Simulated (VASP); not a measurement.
Input of a VASP 6.6.1 run:

File INCAR:

```
PREC = Accurate
ENCUT = 520
EDIFF = 1E-8
ISMEAR = -1
SIGMA = 0.15
LREAL = F
LASPH = T
NELM = 100
ALGO = Normal
ISIF = 2
LWAVE = F
LCHARG = F
GGA = PE
LEFG = T
NBANDS = 20
```

File KPOINTS:

```
Automatic mesh
0
Gamma
  8 8 8
```

Contents of POSCAR:

```
Be3SnN
1.0
    4.4897833561      0.0000000000      0.0000000000
    0.0000000000      4.4897833561      0.0000000000
    0.0000000000      0.0000000000      4.4897833561
Be Sn N
3 1 1
Direct
    0.0000000000      0.5000000000      0.5000000000
    0.5000000000      0.0000000000      0.5000000000
    0.5000000000      0.5000000000      0.0000000000
    0.5000000000      0.5000000000      0.5000000000
    0.0000000000      0.0000000000      0.0000000000
```

Potentials or basis: VASP PAW PBE potentials, release 64 (Be, Sn_d, N).

Command:

```sh
$ cat potpaw_PBE.64/Be/POTCAR potpaw_PBE.64/Sn_d/POTCAR potpaw_PBE.64/N/POTCAR > POTCAR
$ mpirun -np 1 vasp_std > vasp.out
```

(1) Estimate the pressure.

## Answers

(1) -0.1 GPa.

Caveat: without QUAD_EFG the Cq values of the log hold for a quadrupole moment of 1 mb, not for the nuclei.
